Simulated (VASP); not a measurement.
# I (Cmce) in VASP: notebook, part 2 of 2

VASP 6.6.1.

**3. Single point, PBE**

INCAR reads:

```
ALGO     = Normal         # electronic algorithm
EDIFF    = 1E-6           # SCF threshold, eV
ENCUT    = 520            # plane-wave cutoff, eV
GGA      = PE             # functional
ISIF     = 2              # what is computed and relaxed
ISMEAR   = 0              # smearing method
LASPH    = T              # aspherical terms in the spheres
LCHARG   = F              # write CHGCAR
LREAL    = F              # projectors in reciprocal space
LWAVE    = F              # write WAVECAR
NBANDS   = 22             # bands
NELM     = 60             # most SCF steps
PREC     = Accurate       # precision mode
SIGMA    = 0.026000000000000002 # smearing width, eV
```

KPOINTS reads:

```
k-points
0
Gamma
  7 7 3
```

POSCAR reads:

```
I
1.0
    3.6350350000     -2.3950200000      0.0000000000
    3.6350350000      2.3950200000      0.0000000000
    0.0000000000      0.0000000000      9.7934400000
I
4
Direct
    0.6493000000      0.3507000000      0.3844000000
    0.1493000000      0.8507000000      0.1156000000
    0.3507000000      0.6493000000      0.6156000000
    0.8507000000      0.1493000000      0.8844000000
```

Potentials or basis: VASP PAW PBE potentials, release 64 (I).

Started as:

```sh
$ cat potpaw_PBE.64/I/POTCAR > POTCAR
$ mpirun -np 1 vasp_std > vasp.out
```

OUTCAR:

```text
EDIFF = 1E-6
   ENCUT = 520
   GGA = PE
   ISIF = 2
   ISMEAR = 0
   LASPH = T
   LREAL = F
   NELM = 60
   PREC = Accurate

 ion  position               nearest neighbor table
   1  0.649  0.351  0.384-   3 2.68   2 3.56   2 3.56
   2  0.149  0.851  0.116-   4 2.68   1 3.56   1 3.56
   3  0.351  0.649  0.616-   1 2.68   4 3.56   4 3.56
   4  0.851  0.149  0.884-   2 2.68   3 3.56   3 3.56

  LATTYP: Found a base centered orthorhombic cell.
 ALAT       =     4.7900400000
 B/A-ratio  =     1.5177472422
 C/A-ratio  =     2.0445424255

  Lattice vectors:

 A1 = (  -3.6350350000,  -2.3950200000,   0.0000000000)
 A2 = (   3.6350350000,  -2.3950200000,   0.0000000000)
 A3 = (   0.0000000000,   0.0000000000,   9.7934400000)

Analysis of symmetry for initial positions (statically):
=====================================================================
 Subroutine PRICEL returns:
 Original cell was already a primitive cell.

 Routine SETGRP: Setting up the symmetry group for a
 base centered orthorhombic supercell.

 Subroutine GETGRP returns: Found  8 space group operations
 (whereof  4 operations were pure point group operations)
 out of a pool of  8 trial point group operations.

The static configuration has the point symmetry C_2h.
 The point group associated with its full space group is D_2h.

Analysis of symmetry for dynamics (positions and initial velocities):
=====================================================================
 Subroutine PRICEL returns:
 Original cell was already a primitive cell.

 Routine SETGRP: Setting up the symmetry group for a
 base centered orthorhombic supercell.

 Subroutine GETGRP returns: Found  8 space group operations
 (whereof  4 operations were pure point group operations)
 out of a pool of  8 trial point group operations.

The dynamic configuration has the point symmetry C_2h.
 The point group associated with its full space group is D_2h.
[... 114 lines left out ...]
   NELECT =      28.0000    total number of electrons
   NUPDOWN=      -1.0000    fix difference up-down
   EMIN   =  10.00;   EMAX   =-10.00  energy-range for DOS
   EFERMI =   0.00;   METHOD = LEGACY
   ISMEAR =     0;   SIGMA  =   0.03  broadening in eV -4-tet -1-fermi 0-gaus
   EFERMI_NEDOS =   21; number of points for ismear=-14 and -15
   IALGO  =     38    algorithm
   IMIX   =      4    mixing-type and parameters
     AMIX     =   0.40;   BMIX     =  1.00
     AMIX_MAG =   1.60;   BMIX_MAG =  1.00
  volume/ion in A,a.u.               =      42.63       287.69
  Fermi-wavevector in a.u.,A,eV,Ry     =   0.896465  1.694073 10.934307  0.803649
  Thomas-Fermi vector in A             =   2.018926
   LORBIT       =      0    0 simple, 1 ext, 2 COOP (PROOUT), +10 PAW based schemes
   GGA     = PE    functional components
   LHFCALC =     F    Hartree Fock is set to
   AEXX    =    0.0000 exact exchange contribution
   IVDW    =     0    specifies the selected vdW correction
   LEPSILON=     F    determine dielectric tensor
   LRPA    =     F    only Hartree local field effects (RPA)
 non-spin polarized calculation
 Gauss-broadening in eV      SIGMA  =   0.03
  energy-cutoff  :      520.00
  volume of cell :      170.52
 maximum number of plane-waves:      4633
   NGX = 17   NGY = 17   NGZ = 37

 number of electron      28.0000001 magnetization

 Free energy of the ion-electron system (eV)
  ---------------------------------------------------
  ext. energy  EPLUGINS =         0.00000000
  ---------------------------------------------------
  free energy    TOTEN  =        -5.88884543 eV

  energy without entropy =       -5.88884543  energy(sigma->0) =       -5.88884543

 E-fermi :   2.6327     XC(G=0):  -8.0158

 val. band max:        2.5076421882   @ k =   0.0000   0.0000   0.0000
 cond. band min:       3.8424041074   @ k =   0.4286   0.4286   0.0000
 fundamental gap:      1.3347619192
 Fermi energy:         2.6326931982

 k-point     1 :       0.0000    0.0000    0.0000
  band No.  band energies     occupation
      1     -11.0663      2.00000
      2     -10.6081      2.00000
      3      -8.9991      2.00000
      4      -8.0485      2.00000
      5      -2.0205      2.00000
      6      -0.6660      2.00000
[... 589 lines left out ...]
     21      10.5589      0.00000
     22      10.9960      0.00000

 [... further k-points ...]
[... 5 lines left out ...]
  --------------------------------------------------------------------------------------
  -------------------------------------------------------------------------------------
  Total        1.3240309      1.3901783      2.8550188      0.0000000     -0.0000000      0.0000000
  in kB       12.4401521     13.0616514     26.8248034      0.0000000     -0.0000000      0.0000000
  external PRESSURE =      17.4422023 kB  Pullay stress =       0.0000000 kB

 VOLUME and BASIS-vectors are now :
 -----------------------------------------------------------------------------
  energy-cutoff  :      520.00
  volume of cell :      170.52
      direct lattice vectors                 reciprocal lattice vectors
     3.635035000 -2.395020000  0.000000000     0.137550257 -0.208766524  0.000000000
     3.635035000  2.395020000  0.000000000     0.137550257  0.208766524  0.000000000
     0.000000000  0.000000000  9.793440000     0.000000000  0.000000000  0.102109167

 POSITION                                       TOTAL-FORCE (eV/Angst)
 -----------------------------------------------------------------------------------
      3.63503     -0.71515      3.76460         0.000000     -0.394271     -0.746620
      3.63503      1.67987      1.13212         0.000000     -0.394271      0.746620
      3.63503      0.71515      6.02884         0.000000      0.394271      0.746620
      3.63503     -1.67987      8.66132         0.000000      0.394271     -0.746620
 -----------------------------------------------------------------------------------
    total drift:                               -0.000000     -0.000000      0.000000

  FREE ENERGIE OF THE ION-ELECTRON SYSTEM (eV)
  ---------------------------------------------------
  free  energy   TOTEN  =        -5.8888454315 eV

  energy  without entropy=       -5.8888454315  energy(sigma->0) =       -5.88884543
```

OSZICAR:

```text
N       E                     dE             d eps       ncg     rms          rms(c)
DAV:   1     0.155877763077E+03    0.15588E+03   -0.10347E+04  1408   0.102E+03
DAV:   2     0.647673423892E+01   -0.14940E+03   -0.14463E+03  1940   0.157E+02
DAV:   3    -0.583595806180E+01   -0.12313E+02   -0.12263E+02  1796   0.513E+01
DAV:   4    -0.611278109836E+01   -0.27682E+00   -0.27677E+00  1816   0.916E+00
DAV:   5    -0.611949150485E+01   -0.67104E-02   -0.67103E-02  1760   0.142E+00    0.983E+00
DAV:   6    -0.594653213075E+01    0.17296E+00   -0.15180E-01  1642   0.175E+00    0.671E+00
DAV:   7    -0.589957151495E+01    0.46961E-01   -0.38596E-01  1612   0.276E+00    0.705E-01
DAV:   8    -0.588862845310E+01    0.10943E-01   -0.55606E-02  1576   0.111E+00    0.363E-01
DAV:   9    -0.588874820038E+01   -0.11975E-03   -0.14447E-03  1732   0.207E-01    0.213E-01
DAV:  10    -0.588884736901E+01   -0.99169E-04   -0.10894E-04  1636   0.606E-02    0.158E-01
DAV:  11    -0.588884849742E+01   -0.11284E-05   -0.47512E-05  1654   0.324E-02    0.337E-02
DAV:  12    -0.588884463399E+01    0.38634E-05   -0.15017E-05  1726   0.191E-02    0.134E-02
DAV:  13    -0.588884543152E+01   -0.79753E-06   -0.41655E-06  1612   0.966E-03
   1 F= -.58888454E+01 E0= -.58888454E+01  d E =-.903318E-14
```

Wall time 50 s (1 thread of AMD EPYC 9R45 (Zen 5), shared host); peak memory 0.27 GiB.

Results:

```yaml
Free_energy: -5.8888 eV
Pressure: 1.7 GPa
Largest_force: 0.844 eV/Å
Band_gap_on_the_k_mesh: 1.33 eV (least direct gap 1.41 eV)
```

Forces in eV/Å, atoms in the order of the input:
```
I    0.000 -0.394 -0.747
I    0.000 -0.394  0.747
I    0.000  0.394  0.747
I    0.000  0.394 -0.747
```

Stress tensor (GPa, compression positive):
```
1.24 0.00 0.00
0.00 1.31 0.00
0.00 0.00 2.68
```

Levels at points of the mesh, in eV from the valence-band top:
| k point | band 10 | band 11 | band 12 | band 13 | band 14 | band 15 | band 16 | band 17 | band 18 | band 19 |
| --- | --- | --- | --- | --- | --- | --- | --- | --- | --- | --- |
| (0.00, 0.00, 0.00) | -1.14 | -1.11 | -0.53 | -0.07 | 0.00 | 1.41 | 2.25 | 5.29 | 5.31 | 5.46 |

Caveat: this functional lacks dispersion, which holds the molecules together, so the pressure and a relaxed volume are unreliable; spin-orbit coupling is left out, which moves the levels of the heavy elements. Expect the measured gap to be larger: semilocal functionals such as PBE lack the derivative discontinuity.

**4. Single point, LDA**

INCAR reads:

```
SYSTEM = I
PREC = Accurate
ENCUT = 520
EDIFF = 1E-6
ISMEAR = -1
SIGMA = 0.05
LREAL = .FALSE.
LASPH = .TRUE.
NELM = 60
ALGO = Normal
ISIF = 2
LWAVE = .FALSE.
LCHARG = .FALSE.
NBANDS = 22
```

KPOINTS reads:

```
Automatic mesh
0
G
  7 7 3
  0 0 0
```

POSCAR is that of step 3.

Potentials or basis: VASP PAW LDA potentials, release 64 (I).

Started as:

```sh
$ cat potpaw_LDA.64/I/POTCAR > POTCAR
$ mpirun -np 1 vasp_std > vasp.out
```

OUTCAR:

```text
SYSTEM = I
   PREC = Accurate
   ENCUT = 520
   EDIFF = 1E-6
   ISMEAR = -1
   LREAL = .FALSE.
   LASPH = .TRUE.
   NELM = 60
   ISIF = 2

 ion  position               nearest neighbor table
   1  0.649  0.351  0.384-   3 2.68   2 3.56   2 3.56
   2  0.149  0.851  0.116-   4 2.68   1 3.56   1 3.56
   3  0.351  0.649  0.616-   1 2.68   4 3.56   4 3.56
   4  0.851  0.149  0.884-   2 2.68   3 3.56   3 3.56

  LATTYP: Found a base centered orthorhombic cell.
 ALAT       =     4.7900400000
 B/A-ratio  =     1.5177472422
[... 792 lines left out ...]
     22      10.6566      0.00000

 [... further k-points ...]
[... 5 lines left out ...]
  --------------------------------------------------------------------------------------
  -------------------------------------------------------------------------------------
  Total       -0.8418351     -1.5218673     -0.5026755      0.0000000      0.0000000      0.0000000
  in kB       -7.9096017    -14.2989571     -4.7229713      0.0000000      0.0000000      0.0000000
  external PRESSURE =      -8.9771767 kB  Pullay stress =       0.0000000 kB

 VOLUME and BASIS-vectors are now :
 -----------------------------------------------------------------------------
  energy-cutoff  :      520.00
  volume of cell :      170.52
      direct lattice vectors                 reciprocal lattice vectors
     3.635035000 -2.395020000  0.000000000     0.137550257 -0.208766524  0.000000000
     3.635035000  2.395020000  0.000000000     0.137550257  0.208766524  0.000000000
     0.000000000  0.000000000  9.793440000     0.000000000  0.000000000  0.102109167

 POSITION                                       TOTAL-FORCE (eV/Angst)
 -----------------------------------------------------------------------------------
      3.63503     -0.71515      3.76460         0.000000     -0.309260     -0.657785
      3.63503      1.67987      1.13212         0.000000     -0.309260      0.657785
      3.63503      0.71515      6.02884         0.000000      0.309260      0.657785
      3.63503     -1.67987      8.66132         0.000000      0.309260     -0.657785
 -----------------------------------------------------------------------------------
    total drift:                               -0.000000     -0.000000      0.000000

  FREE ENERGIE OF THE ION-ELECTRON SYSTEM (eV)
  ---------------------------------------------------
  free  energy   TOTEN  =        -7.8019290714 eV

  energy  without entropy=       -7.8019279968  energy(sigma->0) =       -7.80192853
```

OSZICAR:

```text
N       E                     dE             d eps       ncg     rms          rms(c)
DAV:   1     0.152759570853E+03    0.15276E+03   -0.10320E+04  1408   0.102E+03
DAV:   2     0.471159873248E+01   -0.14805E+03   -0.14318E+03  1940   0.156E+02
DAV:   3    -0.780110008237E+01   -0.12513E+02   -0.12461E+02  1812   0.516E+01
DAV:   4    -0.808049057751E+01   -0.27939E+00   -0.27934E+00  1806   0.907E+00
DAV:   5    -0.808764127416E+01   -0.71507E-02   -0.71506E-02  1788   0.147E+00    0.992E+00
DAV:   6    -0.787694225532E+01    0.21070E+00   -0.17286E-01  1612   0.182E+00    0.674E+00
DAV:   7    -0.781351386317E+01    0.63428E-01   -0.41951E-01  1612   0.277E+00    0.755E-01
DAV:   8    -0.780184642330E+01    0.11667E-01   -0.62121E-02  1516   0.117E+00    0.353E-01
DAV:   9    -0.780196374334E+01   -0.11732E-03   -0.14815E-03  1750   0.210E-01    0.269E-01
DAV:  10    -0.780201898585E+01   -0.55243E-04   -0.30927E-04  1618   0.844E-02    0.250E-01
DAV:  11    -0.780197398495E+01    0.45001E-04   -0.63968E-05  1666   0.360E-02    0.825E-02
DAV:  12    -0.780194134606E+01    0.32639E-04   -0.27609E-05  1624   0.254E-02    0.480E-02
DAV:  13    -0.780193066379E+01    0.10682E-04   -0.19134E-05  1648   0.200E-02    0.175E-02
DAV:  14    -0.780192903134E+01    0.16324E-05   -0.54621E-06  1606   0.106E-02    0.879E-03
DAV:  15    -0.780192907138E+01   -0.40035E-07   -0.39710E-07   914   0.319E-03
   1 F= -.78019291E+01 E0= -.78019285E+01  d E =-.107460E-05
```

Wall time 2.5 min (1 thread of Intel Xeon 8259CL, shared host); peak memory 0.26 GiB.

What came out:

```
Free energy            : -7.8019 eV
Pressure               : -0.9 GPa
Largest force          : 0.727 eV/Å
Band gap on the k mesh : 1.24 eV (least direct gap 1.31 eV)
```

Forces on the atoms (eV/Å):
```
I    0.000 -0.309 -0.658
I    0.000 -0.309  0.658
I    0.000  0.309  0.658
I    0.000  0.309 -0.658
```

Levels at points of the mesh, in eV from the valence-band top:
```tsv
k point	band 12	band 13	band 14	band 15	band 16	band 17
(0.00, 0.00, 0.00)	-0.56	-0.06	0.00	1.31	2.17	4.99
```

Caveat: spin-orbit coupling is left out, which moves the levels of the heavy elements. A k mesh can miss the band edges.

**5. Single point, HSE06**

POSCAR is that of step 4.

INCAR.step1 reads:

```
SYSTEM = I
ALGO = Normal
EDIFF = 1E-5
ENCUT = 520
GGA = PE
ISIF = 2
ISMEAR = -1
LASPH = .TRUE.
LREAL = .FALSE.
LWAVE = .TRUE.
NBANDS = 22
NELM = 80
PREC = Accurate
SIGMA = 0.05
```

INCAR.step2 reads:

```
SYSTEM = I
ALGO = Normal
EDIFF = 1E-6
ENCUT = 520
GGA = PE
HFSCREEN = 0.2079
ISIF = 2
ISMEAR = -1
ISTART = 1
LASPH = .TRUE.
LCHARG = .TRUE.
LELF = .TRUE.
LHFCALC = .TRUE.
LREAL = .FALSE.
LVHAR = .TRUE.
LWAVE = .FALSE.
NBANDS = 22
NELM = 80
PREC = Accurate
PRECFOCK = Normal
SIGMA = 0.05
```

KPOINTS reads:

```
k-points
0
G
  4 4 2
  0 0 0
```

Potentials or basis: VASP PAW PBE potentials, release 64 (I).

Started as:

```sh
$ cat potpaw_PBE.64/I/POTCAR > POTCAR
$ cp INCAR.step1 INCAR
$ mpirun -np 1 vasp_std > vasp.out
$ cp INCAR.step2 INCAR
$ mpirun -np 1 vasp_std > vasp.out
```

OUTCAR:

```text
SYSTEM = I
   EDIFF = 1E-6
   ENCUT = 520
   GGA = PE
   HFSCREEN = 0.2079
   ISIF = 2
   ISMEAR = -1
   ISTART = 1
   LASPH = .TRUE.
   LHFCALC = .TRUE.
   LREAL = .FALSE.
   NELM = 80
   PREC = Accurate
   PRECFOCK = Normal

 ion  position               nearest neighbor table
   1  0.649  0.351  0.384-   3 2.68   2 3.56   2 3.56
   2  0.149  0.851  0.116-   4 2.68   1 3.56   1 3.56
   3  0.351  0.649  0.616-   1 2.68   4 3.56   4 3.56
[... 547 lines left out ...]

  FORCE on cell =-STRESS in cart. coord.  units (eV):
  Direction    XX          YY          ZZ          XY          YZ          ZX
  --------------------------------------------------------------------------------------
  -------------------------------------------------------------------------------------
  Total        1.1194794      0.7181338      0.9455087      0.0000000      0.0000000      0.0000000
  in kB       10.5182545      6.7473450      8.8836839      0.0000000      0.0000000      0.0000000
  external PRESSURE =       8.7164278 kB  Pullay stress =       0.0000000 kB

 VOLUME and BASIS-vectors are now :
 -----------------------------------------------------------------------------
  energy-cutoff  :      520.00
  volume of cell :      170.52
      direct lattice vectors                 reciprocal lattice vectors
     3.635035000 -2.395020000  0.000000000     0.137550257 -0.208766524  0.000000000
     3.635035000  2.395020000  0.000000000     0.137550257  0.208766524  0.000000000
     0.000000000  0.000000000  9.793440000     0.000000000  0.000000000  0.102109167

 POSITION                                       TOTAL-FORCE (eV/Angst)
 -----------------------------------------------------------------------------------
      3.63503     -0.71515      3.76460         0.000000     -0.085989     -0.240946
      3.63503      1.67987      1.13212         0.000000     -0.085989      0.240946
      3.63503      0.71515      6.02884         0.000000      0.085989      0.240946
      3.63503     -1.67987      8.66132         0.000000      0.085989     -0.240946
 -----------------------------------------------------------------------------------
    total drift:                                0.000000      0.000000      0.000000

  FREE ENERGIE OF THE ION-ELECTRON SYSTEM (eV)
  ---------------------------------------------------
  free  energy   TOTEN  =        -8.0822785859 eV

  energy  without entropy=       -8.0822785857  energy(sigma->0) =       -8.08227859
```

OSZICAR.step1:

```text
N       E                     dE             d eps       ncg     rms          rms(c)
DAV:   1     0.150384658695E+03    0.15038E+03   -0.10353E+04   616   0.102E+03
DAV:   2     0.569851410007E+01   -0.14469E+03   -0.14003E+03   868   0.158E+02
DAV:   3    -0.584345492098E+01   -0.11542E+02   -0.11502E+02   786   0.501E+01
DAV:   4    -0.610775135294E+01   -0.26430E+00   -0.26425E+00   794   0.904E+00
DAV:   5    -0.611429620813E+01   -0.65449E-02   -0.65447E-02   758   0.139E+00    0.983E+00
DAV:   6    -0.594110749248E+01    0.17319E+00   -0.15118E-01   730   0.175E+00    0.671E+00
DAV:   7    -0.589392911534E+01    0.47178E-01   -0.38434E-01   712   0.275E+00    0.699E-01
DAV:   8    -0.588305326818E+01    0.10876E-01   -0.54985E-02   664   0.110E+00    0.364E-01
DAV:   9    -0.588317045512E+01   -0.11719E-03   -0.14346E-03   760   0.206E-01    0.206E-01
DAV:  10    -0.588326936902E+01   -0.98914E-04   -0.10758E-04   694   0.606E-02    0.150E-01
DAV:  11    -0.588327007296E+01   -0.70394E-06   -0.43818E-05   736   0.309E-02
   1 F= -.58832701E+01 E0= -.58832697E+01  d E =-.692656E-06
```

Wall time 63 min (1 thread of Intel Xeon Platinum 8375C at 2.90GHz (Ice Lake), shared host); peak memory 0.42 GiB.

Results:

| Item | Value |
| --- | --- |
| Free energy | -8.0823 eV |
| Pressure | 0.9 GPa |
| Largest force | 0.256 eV/Å |
| Band gap on the k mesh | 2.14 eV (least direct gap 2.35 eV) |

Forces on the atoms (eV/Å):
```
I    0.000 -0.086 -0.241
I    0.000 -0.086  0.241
I    0.000  0.086  0.241
I    0.000  0.086 -0.241
```

Stress tensor (GPa, compression positive):
```
1.05 0.00 0.00
0.00 0.67 0.00
0.00 0.00 0.89
```

Caveat: this functional lacks dispersion, which holds the molecules together, so the pressure and a relaxed volume are unreliable; the PAW data sets were made with another functional, which shifts forces and pressure a little; spin-orbit coupling is left out, which moves the levels of the heavy elements. A k mesh can miss the band edges.

**6. Summary**

| level | potentials or basis | k mesh | smearing | grid for exact exchange (PRECFOCK) | share of exact exchange | screening parameter | gap on the mesh (eV) | pressure (GPa) | largest force (eV/Å) |
| --- | --- | --- | --- | --- | --- | --- | --- | --- | --- |
| PBE | VASP PAW PBE potentials, release 64 (I) | 7 × 7 × 3 | gaussian 0.025 eV | - | - | - | 1.33 | 1.7 | 0.84 |
| PBE | VASP PAW PBE potentials, release 64 (I) | 7 × 7 × 3 | gaussian 0.026 eV | - | - | - | 1.33 | 1.7 | 0.84 |
| LDA | VASP PAW LDA potentials, release 64 (I) | 7 × 7 × 3 | fermi-dirac 0.05 eV | - | - | - | 1.24 | -0.9 | 0.73 |
| HSE06 | VASP PAW PBE potentials, release 64 (I) | 4 × 4 × 2 | fermi-dirac 0.05 eV | Normal | 0.25 | 0.2079 1/Å | 2.14 | 0.9 | 0.26 |

Alike in all rows: task single point; no spin polarisation; cell as given; cutoff (eV) 520.

Caveats: spin-orbit coupling is left out, which moves the levels of the heavy elements; this functional lacks dispersion, which holds the molecules together, so the pressure and a relaxed volume are unreliable (at least some runs); the PAW data sets were made with another functional, which shifts forces and pressure a little (at least some runs).

Absolute energies hang on the potentials; compare differences alone.
